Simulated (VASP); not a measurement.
Set up this calculation in VASP 6.6.1, as the native input.

| Quantity | Value |
| --- | --- |
| Task | single point |
| Functional | PBE-based screened hybrid |
| Potentials or basis | VASP PAW PBE potentials, release 64 (Zn, S) |
| Cutoff | 520 eV |
| k mesh | 4 × 4 × 4 |
| Occupations | fermi-dirac, width 0.02 eV |
| Spin | no spin polarisation |
| Dipole correction | no |
| Grid for exact exchange (PRECFOCK) | Normal |
| Share of exact exchange | 0.05 |
| Further INCAR settings | ALGO = Normal; EDIFF = 1e-06; NBANDS = 16 |
| Screening parameter | 0.2078 1/Å |

Crystal: ZnS.

```xyz
2
Lattice="0.0000 2.5310 2.5310 2.5310 0.0000 2.5310 2.5310 2.5310 0.0000" Properties=species:S:1:pos:R:3 pbc="T T T"
Zn    0.0000    0.0000    0.0000
S     2.5310    2.5310    2.5310
```

The input as run:

POSCAR

```
ZnS
1.0
    0.0000000000      2.5310227333      2.5310227333
    2.5310227333      0.0000000000      2.5310227333
    2.5310227333      2.5310227333      0.0000000000
Zn S
1 1
Direct
    0.0000000000      0.0000000000      0.0000000000
    0.5000000000      0.5000000000      0.5000000000
```

INCAR.step1

```
ALGO     = Normal         # electronic algorithm
EDIFF    = 1E-5           # SCF threshold, eV
ENCUT    = 520            # plane-wave cutoff, eV
GGA      = PE             # functional
ISIF     = 2              # what is computed and relaxed
ISMEAR   = -1             # smearing method
LASPH    = T              # aspherical terms in the spheres
LCHARG   = F              # write CHGCAR
LREAL    = F              # projectors in reciprocal space
LWAVE    = T              # write WAVECAR
NBANDS   = 16             # bands
NELM     = 100            # most SCF steps
PREC     = Accurate       # precision mode
SIGMA    = 0.02           # smearing width, eV
```

INCAR.step2

```
AEXX     = 0.05           # exact-exchange fraction
ALGO     = Normal         # electronic algorithm
EDIFF    = 1E-6           # SCF threshold, eV
ENCUT    = 520            # plane-wave cutoff, eV
GGA      = PE             # functional
HFSCREEN = 0.2078         # screening, 1/A
ISIF     = 2              # what is computed and relaxed
ISMEAR   = -1             # smearing method
ISTART   = 1            
LASPH    = T              # aspherical terms in the spheres
LCHARG   = F              # write CHGCAR
LHFCALC  = T              # exact exchange
LREAL    = F              # projectors in reciprocal space
LWAVE    = F              # write WAVECAR
NBANDS   = 16             # bands
NELM     = 100            # most SCF steps
PREC     = Accurate       # precision mode
PRECFOCK = Normal       
SIGMA    = 0.02           # smearing width, eV
```

KPOINTS

```
k-points
0
Gamma
  4 4 4
```

Potentials or basis: VASP PAW PBE potentials, release 64 (Zn, S).

Run with:

```console
$ cat potpaw_PBE.64/Zn/POTCAR potpaw_PBE.64/S/POTCAR > POTCAR
$ cp INCAR.step1 INCAR
$ mpirun -np 1 vasp_std > vasp.out
$ cp INCAR.step2 INCAR
$ mpirun -np 1 vasp_std > vasp.out
```

Results of the run:

The pressure is 2.8 GPa. The band gap on the k mesh is zero (band 9 reaches 3.84 eV, above the bottom of band 10 at 3.82 eV).

Caveat: the k points lie up to 0.54 Å⁻¹ apart; the PAW data sets were made with another functional, which shifts forces and pressure a little.

Run time: 5.9 min on 1 thread of AMD EPYC 7R43 64-Core Processor (Zen 3), on a shared host, peak memory 0.22 GiB.
